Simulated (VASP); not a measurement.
# MgO (P6_3/mmc) in VASP: notebook

Runs on MgO. Level: PBEsol. Tasks: single point.

Everything below comes from runs of VASP 6.6.1. Logs are shortened: lines on timing, memory, paths and dates and some standing lists are left out, and cuts for length are marked.

### Step 1. The cell of the first run

Symmetry: P6_3/mmc, No. 194, hexagonal system. The conventional cell has a = 3.372 Å, b = 3.372 Å, c = 4.488 Å, α = 90.00°, β = 90.00°, γ = 120.00°. Mg (site symmetry -6m2) has 5 O at 1.95 to 2.24 Å within 2.6 Å. O (site symmetry -6m2) has 5 Mg at 1.95 to 2.24 Å within 2.6 Å.

### Step 2. Single point, PBEsol (mode 5 frozen in at +0.000 Å, strain +e along z and -e/2 along x and y +0.0700)

Input file INCAR:

```
SYSTEM = MgO
ALGO = Normal
EDIFF = 1E-6
ENCUT = 520
GGA = PS
ISIF = 2
ISMEAR = 0
LASPH = .TRUE.
LCHARG = .FALSE.
LREAL = .FALSE.
LWAVE = .FALSE.
NBANDS = 16
NELM = 60
PREC = Accurate
SIGMA = 0.05
```

Input file KPOINTS:

```
k-points
0
G
  9 9 6
  0 0 0
```

Input file POSCAR:

```
MgO
1.0
    3.3724495628      0.0000000000      0.0000000000
   -1.6862247814      2.9206269943      0.0000000000
    0.0000000000      0.0000000000      4.4883431560
Mg O
2 2
Direct
    0.6666666667      0.3333333333      0.7500000000
    0.3333333333      0.6666666667      0.2500000000
    0.6666666667      0.3333333333      0.2500000000
    0.3333333333      0.6666666667      0.7500000000
```

Potentials or basis: VASP PAW PBE potentials, release 64 (Mg, O).

Launch:

```bash
> cat potpaw_PBE.64/Mg/POTCAR potpaw_PBE.64/O/POTCAR > POTCAR
> mpirun -np 1 vasp_std > vasp.out
```

OUTCAR:

```text
SYSTEM = MgO
   EDIFF = 1E-6
   ENCUT = 520
   GGA = PS
   ISIF = 2
   ISMEAR = 0
   LASPH = .TRUE.
   LREAL = .FALSE.
   NELM = 60
   PREC = Accurate

 ion  position               nearest neighbor table
   1  0.667  0.333  0.750-   4 1.95   4 1.95   4 1.95   3 2.24   3 2.24   2 2.97   2 2.97   2 2.97
                             2 2.97   2 2.97   2 2.97
   2  0.333  0.667  0.250-   3 1.95   3 1.95   3 1.95   4 2.24   4 2.24   1 2.97   1 2.97   1 2.97
                             1 2.97   1 2.97   1 2.97
   3  0.667  0.333  0.250-   2 1.95   2 1.95   2 1.95   1 2.24   1 2.24
   4  0.333  0.667  0.750-   1 1.95   1 1.95   1 1.95   2 2.24   2 2.24

  LATTYP: Found a hexagonal cell.
 ALAT       =     3.3724495628
 C/A-ratio  =     1.3308851837

  Lattice vectors:

 A1 = (   3.3724495628,   0.0000000000,   0.0000000000)
 A2 = (  -1.6862247814,   2.9206269943,   0.0000000000)
 A3 = (   0.0000000000,   0.0000000000,   4.4883431560)

Analysis of symmetry for initial positions (statically):
=====================================================================
 Subroutine PRICEL returns:
 Original cell was already a primitive cell.

 Routine SETGRP: Setting up the symmetry group for a
 hexagonal supercell.

 Subroutine GETGRP returns: Found 24 space group operations
 (whereof 12 operations were pure point group operations)
 out of a pool of 24 trial point group operations.

The static configuration has the point symmetry D_3d.
 The point group associated with its full space group is D_6h.

Analysis of symmetry for dynamics (positions and initial velocities):
=====================================================================
 Subroutine PRICEL returns:
 Original cell was already a primitive cell.

 Routine SETGRP: Setting up the symmetry group for a
 hexagonal supercell.

 Subroutine GETGRP returns: Found 24 space group operations
 (whereof 12 operations were pure point group operations)
 out of a pool of 24 trial point group operations.

The dynamic configuration has the point symmetry D_3d.
 The point group associated with its full space group is D_6h.

 Subroutine INISYM returns: Found 24 space group operations
 (whereof 12 operations are pure point group operations),
 and found     1 'primitive' translations

----------------------------------------------------------------------------------------

                                     Primitive cell

  volume of cell :      44.2087

  direct lattice vectors                    reciprocal lattice vectors
     3.372449563  0.000000000  0.000000000     0.296520372  0.171196117  0.000000000
    -1.686224781  2.920626994  0.000000000     0.000000000  0.342392234  0.000000000
     0.000000000  0.000000000  4.488343156     0.000000000  0.000000000  0.222799364

  length of vectors
     3.372449563  3.372449563  4.488343156     0.342392234  0.342392234  0.222799364

  position of ions in fractional coordinates (direct lattice)
     0.666666667  0.333333333  0.750000000
     0.333333333  0.666666667  0.250000000
     0.666666667  0.333333333  0.250000000
     0.333333333  0.666666667  0.750000000

  ion indices of the primitive-cell ions
   primitive index   ion index
                 1           1
                 2           2
                 3           3
                 4           4

----------------------------------------------------------------------------------------

 KPOINTS: k-points

Automatic generation of k-mesh.
 Grid dimensions read from file:
 generate k-points for:    9    9    6

 Generating k-lattice:

  Cartesian coordinates                     Fractional coordinates (reciprocal lattice)
     0.032946708  0.019021791  0.000000000     0.111111111  0.000000000  0.000000000
     0.000000000  0.038043582  0.000000000     0.000000000  0.111111111  0.000000000
     0.000000000  0.000000000  0.037133227     0.000000000  0.000000000  0.166666667

  Length of vectors
     0.038043582  0.038043582  0.037133227

  Shift w.r.t. Gamma in fractional coordinates (k-lattice)
     0.000000000  0.000000000  0.000000000

 Subroutine IBZKPT returns following result:
 ===========================================

 Found     48 irreducible k-points:

 Following reciprocal coordinates:
            Coordinates               Weight
  0.000000  0.000000  0.000000      1.000000
  0.111111  0.000000  0.000000      6.000000
  0.222222  0.000000  0.000000      6.000000
  0.333333  0.000000  0.000000      6.000000
  0.444444  0.000000  0.000000      6.000000
  0.111111  0.111111  0.000000      6.000000
[... 16 lines left out ...]
  0.333333  0.222222  0.166667     24.000000
  0.333333  0.333333  0.166667      4.000000
 [... further k-points ...]
   k-points           NKPTS =     48   k-points in BZ     NKDIM =     48   number of bands    NBANDS=     16
   number of dos      NEDOS =    301   number of ions     NIONS =      4
   total plane-waves  NPLWV =  28224
   dimension x,y,z NGX =    28 NGY =   28 NGZ =   36
   dimension x,y,z NGXF=    56 NGYF=   56 NGZF=   72
   ions per type =               2   2
   NGX,Y,Z   is equivalent  to a cutoff of  13.80, 13.80, 13.33 a.u.
   NGXF,Y,Z  is equivalent  to a cutoff of  27.61, 27.61, 26.67 a.u.
 SYSTEM =  MgO
   PREC   = accura    normal or accurate (medium, high low for compatibility)
   ISTART =      0    job   : 0-new  1-cont  2-samecut
   ICHARG =      2    charge: 1-file 2-atom 10-const
   ISPIN  =      1    spin polarized calculation?
   LNONCOLLINEAR =      F non collinear calculations
   LSORBIT =      F    spin-orbit coupling
   LASPH  =      T    aspherical Exc in radial PAW
   ENCUT  =  520.0 eV  38.22 Ry    6.18 a.u.   6.27  6.27  8.35*2*pi/ulx,y,z
   NELM   =     60;   NELMIN=  2; NELMDL= -5     # of ELM steps
   EDIFF  = 0.1E-05   stopping-criterion for ELM
   LREAL  =      F    real-space projection
   EDIFFG = 0.1E-04   stopping-criterion for IOM
   NSW    =      0    number of steps for IOM
   IBRION =     -1    ionic relax: 0-MD 1-quasi-New 2-CG
   NFREE  =      0    steps in history (QN), initial steepest desc. (CG)
   ISIF   =      2    stress and relaxation
   ISYM   =      2    0-nonsym 1-usesym 2-fastsym
   POTIM  = 0.5000    time-step for ionic-motion
   TEBEG  =    0.0;   TEEND  =   0.0 temperature during run
   PSTRESS=    0.0 pullay stress
   NELECT =      16.0000    total number of electrons
   NUPDOWN=      -1.0000    fix difference up-down
   EMIN   =  10.00;   EMAX   =-10.00  energy-range for DOS
   EFERMI =   0.00;   METHOD = LEGACY
   ISMEAR =     0;   SIGMA  =   0.05  broadening in eV -4-tet -1-fermi 0-gaus
   EFERMI_NEDOS =   21; number of points for ismear=-14 and -15
   IALGO  =     38    algorithm
   IMIX   =      4    mixing-type and parameters
     AMIX     =   0.40;   BMIX     =  1.00
     AMIX_MAG =   1.60;   BMIX_MAG =  1.00
  volume/ion in A,a.u.               =      11.05        74.58
  Fermi-wavevector in a.u.,A,eV,Ry     =   1.166664  2.204674 18.518941  1.361104
  Thomas-Fermi vector in A             =   2.303174
   LORBIT       =      0    0 simple, 1 ext, 2 COOP (PROOUT), +10 PAW based schemes
   GGA     = PS    functional components
   LHFCALC =     F    Hartree Fock is set to
   AEXX    =    0.0000 exact exchange contribution
   IVDW    =     0    specifies the selected vdW correction
   LEPSILON=     F    determine dielectric tensor
   LRPA    =     F    only Hartree local field effects (RPA)
 non-spin polarized calculation
 Gauss-broadening in eV      SIGMA  =   0.05
  energy-cutoff  :      520.00
  volume of cell :       44.21
 maximum number of plane-waves:      1217
 NGX is ok and might be reduce to    28
   NGX = 13   NGY = 13   NGZ = 17

 number of electron      16.0000000 magnetization

 Free energy of the ion-electron system (eV)
  ---------------------------------------------------
  ext. energy  EPLUGINS =         0.00000000
  ---------------------------------------------------
  free energy    TOTEN  =       -24.60116607 eV

  energy without entropy =      -24.60116607  energy(sigma->0) =      -24.60116607

 E-fermi :   2.2794     XC(G=0): -10.3042

 val. band max:        1.9692427569   @ k =   0.0000   0.0000   0.0000
 cond. band min:       5.1476533990   @ k =   0.0000   0.0000   0.0000
 fundamental gap:      3.1784106421
 Fermi energy:         2.2794499796

 k-point     1 :       0.0000    0.0000    0.0000
  band No.  band energies     occupation
      1     -14.9676      2.00000
      2     -13.7467      2.00000
      3      -1.9829      2.00000
      4       0.2750      2.00000
      5       0.2750      2.00000
      6       0.9438      2.00000
[... 8 lines left out ...]
     15      17.7113      0.00000
     16      17.7114      0.00000

 k-point     2 :       0.1111    0.0000    0.0000
  band No.  band energies     occupation
      1     -14.9012      2.00000
      2     -13.7415      2.00000
      3      -1.8716      2.00000
      4       0.0331      2.00000
      5       0.1863      2.00000
      6       0.6115      2.00000
[... 8 lines left out ...]
     15      17.0058      0.00000
     16      17.0388      0.00000

 k-point     3 :       0.2222    0.0000    0.0000
  band No.  band energies     occupation
      1     -14.7197      2.00000
      2     -13.7380      2.00000
      3      -1.5522      2.00000
      4      -0.6503      2.00000
      5       0.0017      2.00000
      6       0.1259      2.00000
[... 8 lines left out ...]
     15      15.9886      0.00000
     16      15.9925      0.00000

 k-point     4 :       0.3333    0.0000    0.0000
  band No.  band energies     occupation
      1     -14.4767      2.00000
      2     -13.7658      2.00000
      3      -1.3625      2.00000
      4      -1.0772      2.00000
      5      -0.2360      2.00000
      6      -0.1714      2.00000
[... 8 lines left out ...]
     15      15.5873      0.00000
     16      16.5106      0.00000

 k-point     5 :       0.4444    0.0000    0.0000
  band No.  band energies     occupation
      1     -14.2675      2.00000
      2     -13.8310      2.00000
      3      -1.7784      2.00000
      4      -0.5989      2.00000
      5      -0.4356      2.00000
      6      -0.2718      2.00000
[... 8 lines left out ...]
     15      15.4831      0.00000
     16      16.9528      0.00000

 k-point     6 :       0.1111    0.1111    0.0000
  band No.  band energies     occupation
      1     -14.7771      2.00000
      2     -13.7371      2.00000
      3      -1.6560      2.00000
      4      -0.3076      2.00000
      5      -0.2137      2.00000
      6       0.4216      2.00000
[... 8 lines left out ...]
     15      16.2781      0.00000
     16      16.4154      0.00000
[... 267 lines left out ...]
 k-point    21 :       0.4444    0.1111    0.1667
  band No.  band energies     occupation
      1     -14.1695      2.00000
      2     -13.8753      2.00000
      3      -1.9024      2.00000
      4      -0.8885      2.00000
      5      -0.5379      2.00000
      6       0.0685      2.00000
[... 8 lines left out ...]
     15      15.0910      0.00000
     16      17.1405      0.00000

 k-point    22 :       0.2222    0.2222    0.1667
  band No.  band energies     occupation
      1     -14.3088      2.00000
      2     -13.8260      2.00000
      3      -1.4222      2.00000
      4      -1.3204      2.00000
      5      -0.2274      2.00000
      6      -0.0364      2.00000
[... 8 lines left out ...]
     15      15.2665      0.00000
     16      17.6580      0.00000

 k-point    23 :       0.3333    0.2222    0.1667
  band No.  band energies     occupation
      1     -14.1293      2.00000
      2     -13.8903      2.00000
      3      -1.6819      2.00000
      4      -1.0511      2.00000
      5      -0.6484      2.00000
      6       0.2483      2.00000
[... 8 lines left out ...]
     15      15.1436      0.00000
     16      17.7640      0.00000

 k-point    24 :       0.3333    0.3333    0.1667
  band No.  band energies     occupation
      1     -13.9899      2.00000
      2     -13.9899      2.00000
      3      -1.6088      2.00000
      4      -0.9358      2.00000
      5      -0.9358      2.00000
      6       0.3443      2.00000
[... 8 lines left out ...]
     15      15.1622      0.00000
     16      18.7537      0.00000

 [... further k-points ...]
[... 5 lines left out ...]
  --------------------------------------------------------------------------------------
  -------------------------------------------------------------------------------------
  Total        2.0812515      2.0812515     -2.3003942      0.0000000      0.0000000      0.0000000
  in kB       75.4271211     75.4271211    -83.3691239      0.0000000      0.0000000      0.0000000
  external PRESSURE =      22.4950394 kB  Pullay stress =       0.0000000 kB

 VOLUME and BASIS-vectors are now :
 -----------------------------------------------------------------------------
  energy-cutoff  :      520.00
  volume of cell :       44.21
      direct lattice vectors                 reciprocal lattice vectors
     3.372449563  0.000000000  0.000000000     0.296520372  0.171196117  0.000000000
    -1.686224781  2.920626994  0.000000000     0.000000000  0.342392234  0.000000000
     0.000000000  0.000000000  4.488343156     0.000000000  0.000000000  0.222799364

 POSITION                                       TOTAL-FORCE (eV/Angst)
 -----------------------------------------------------------------------------------
      1.68622      0.97354      3.36626         0.000000     -0.000000      0.000000
     -0.00000      1.94708      1.12209        -0.000000      0.000000      0.000000
      1.68622      0.97354      1.12209         0.000000      0.000000      0.000000
     -0.00000      1.94708      3.36626        -0.000000      0.000000      0.000000
 -----------------------------------------------------------------------------------
    total drift:                                0.000000     -0.000000      0.000000

  FREE ENERGIE OF THE ION-ELECTRON SYSTEM (eV)
  ---------------------------------------------------
  free  energy   TOTEN  =       -24.6011660655 eV

  energy  without entropy=      -24.6011660655  energy(sigma->0) =      -24.60116607
```

It took 23 s on 1 thread of Intel Xeon Platinum 8375C at 2.90GHz (Ice Lake), shared host; peak memory 0.18 GiB.

What came out:

```yaml
Free_energy: -24.6012 eV
Pressure: 2.2 GPa
Band_gap_on_the_k_mesh: 3.18 eV, direct
```

Levels at points of the mesh, in eV from the valence-band top:
```
           k point  band 6  band 7  band 8  band 9  band 10  band 11
(0.00, 0.00, 0.00)   -1.03   -1.03    0.00    3.18     9.01    11.07
(0.00, 0.00, 0.50)   -1.37   -1.37   -1.37    6.14     6.14    13.42
```

Caveat: the cell differs from its parent crystal (mode 5 frozen in at +0.000 Å, strain +e along z and -e/2 along x and y +0.0700); the PAW data sets were made with another functional, which shifts forces and pressure a little.

### Step 3. Single point, PBEsol (mode 5 frozen in at +0.000 Å, strain +e along z and -e/2 along x and y -0.0233)

INCAR: that of step 2 with these lines changed.

```diff
@@ -12,3 +12,3 @@
 NBANDS = 16
-NELM = 60
+NELM = 80
 PREC = Accurate
```

KPOINTS is that of step 2.

Input file POSCAR:

```
MgO
1.0
    3.5354804147      0.0000000000      0.0000000000
   -1.7677402074      3.0618158537      0.0000000000
    0.0000000000      0.0000000000      4.0969764116
Mg O
2 2
Direct
    0.6666666667      0.3333333333      0.7500000000
    0.3333333333      0.6666666667      0.2500000000
    0.6666666667      0.3333333333      0.2500000000
    0.3333333333      0.6666666667      0.7500000000
```

Potentials or basis: VASP PAW PBE potentials, release 64 (Mg, O).

Launch:

```bash
> cat potpaw_PBE.64/Mg/POTCAR potpaw_PBE.64/O/POTCAR > POTCAR
> mpirun -np 1 vasp_std > vasp.out
```

OUTCAR:

```text
SYSTEM = MgO
   EDIFF = 1E-6
   ENCUT = 520
   GGA = PS
   ISIF = 2
   ISMEAR = 0
   LASPH = .TRUE.
   LREAL = .FALSE.
   NELM = 80
   PREC = Accurate

 ion  position               nearest neighbor table
   1  0.667  0.333  0.750-   4 2.04   4 2.04   4 2.04   3 2.05   3 2.05   2 2.89   2 2.89   2 2.89
                             2 2.89   2 2.89   2 2.89
   2  0.333  0.667  0.250-   3 2.04   3 2.04   3 2.04   4 2.05   4 2.05   1 2.89   1 2.89   1 2.89
                             1 2.89   1 2.89   1 2.89
   3  0.667  0.333  0.250-   2 2.04   2 2.04   2 2.04   1 2.05   1 2.05
[... 662 lines left out ...]
  --------------------------------------------------------------------------------------
  -------------------------------------------------------------------------------------
  Total       -0.5542132     -0.5542132      1.2631326      0.0000000      0.0000000      0.0000000
  in kB      -20.0214925    -20.0214925     45.6318990      0.0000000      0.0000000      0.0000000
  external PRESSURE =       1.8629713 kB  Pullay stress =       0.0000000 kB

 VOLUME and BASIS-vectors are now :
 -----------------------------------------------------------------------------
  energy-cutoff  :      520.00
  volume of cell :       44.35
      direct lattice vectors                 reciprocal lattice vectors
     3.535480415  0.000000000  0.000000000     0.282846992  0.163301787  0.000000000
    -1.767740207  3.061815854  0.000000000     0.000000000  0.326603574  0.000000000
     0.000000000  0.000000000  4.096976412     0.000000000  0.000000000  0.244082440

 POSITION                                       TOTAL-FORCE (eV/Angst)
 -----------------------------------------------------------------------------------
      1.76774      1.02061      3.07273         0.000000      0.000000     -0.000000
     -0.00000      2.04121      1.02424        -0.000000     -0.000000     -0.000000
      1.76774      1.02061      1.02424         0.000000     -0.000000      0.000000
     -0.00000      2.04121      3.07273        -0.000000      0.000000      0.000000
 -----------------------------------------------------------------------------------
    total drift:                               -0.000000      0.000000     -0.000000

  FREE ENERGIE OF THE ION-ELECTRON SYSTEM (eV)
  ---------------------------------------------------
  free  energy   TOTEN  =       -24.7385432750 eV

  energy  without entropy=      -24.7385432750  energy(sigma->0) =      -24.73854328
```

Run time: 28 s. Hardware: 1 thread of Intel Xeon Platinum 8375C at 2.90GHz (Ice Lake), shared host; peak memory 0.18 GiB.

Results:

```yaml
Free_energy: -24.7385 eV
Pressure: 0.2 GPa
Band_gap_on_the_k_mesh: 3.31 eV, direct
```

Levels at points of the mesh, in eV from the valence-band top:
```csv
k point,band 4,band 5,band 6,band 7,band 8,band 9,band 10,band 11,band 12,band 13
"(0.00, 0.00, 0.00)",-1.74,-1.74,-0.71,-0.71,0.00,3.31,9.50,12.19,12.19,12.39
"(0.00, 0.00, 0.50)",-2.42,-1.25,-1.25,-1.25,-1.25,6.38,6.38,12.55,12.55,12.55
```

Caveat: the cell differs from its parent crystal (mode 5 frozen in at +0.000 Å, strain +e along z and -e/2 along x and y -0.0233); the PAW data sets were made with another functional, which shifts forces and pressure a little.

(Part 1 of 2 ends here.)
